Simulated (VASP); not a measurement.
Write the native input for VASP 6.6.1 that does the following.

```
Task                   : single point
Functional             : PBE
Potentials or basis    : VASP PAW PBE potentials, release 64 (Zr_sv, Si)
Cutoff                 : 520 eV
k mesh                 : 4 × 4 × 2
Occupations            : gaussian, width 0.2 eV
Spin                   : no spin polarisation
Dipole correction      : no
Further INCAR settings : ALGO = Normal; EDIFF = 1e-07; NBANDS = 30
```

The structure of ZrSi7 lies in POSCAR:

```
ZrSi7
1.0
    3.7731524784      0.0000000000      0.0000000000
    0.0000000000      3.7731524784      0.0000000000
    0.0000000000      0.0000000000      8.5671824816
Zr Si
1 7
Direct
    0.0000000000      0.0000000000      0.0000000000
    0.5000000000      0.5000000000      0.0000000000
    0.0000000000      0.5000000000      0.2596073210
    0.5000000000      0.0000000000      0.2596073210
    0.0000000000      0.5000000000      0.7403926790
    0.5000000000      0.0000000000      0.7403926790
    0.0000000000      0.0000000000      0.5000000000
    0.5000000000      0.5000000000      0.5000000000
```

One way to write it, as run:

INCAR

```
SYSTEM = ZrSi7
PREC = Accurate
ENCUT = 520
EDIFF = 1E-7
ISMEAR = 0
SIGMA = 0.2
LREAL = .FALSE.
LASPH = .TRUE.
NELM = 80
ALGO = Normal
ISIF = 2
LWAVE = .FALSE.
LCHARG = .FALSE.
GGA = PE
NBANDS = 30
```

KPOINTS

```
Automatic mesh
0
G
  4 4 2
  0 0 0
```

Potentials or basis: VASP PAW PBE potentials, release 64 (Zr_sv, Si).

Run with:

```sh
$ cat potpaw_PBE.64/Zr_sv/POTCAR potpaw_PBE.64/Si/POTCAR > POTCAR
$ mpirun -np 1 vasp_std > vasp.out
```

Results of the run:

- Pressure: 0.3 GPa
- Largest force: 0.011 eV/Å
- Band gap on the k mesh: zero (band 20 reaches 10.01 eV, above the bottom of band 21 at 9.81 eV)

Caveat: the k points lie up to 0.42 Å⁻¹ apart.

It took 19 s on 1 thread of Intel(R) Xeon(R) 6975P-C (Granite Rapids) (shared host), peak memory 0.22 GiB.
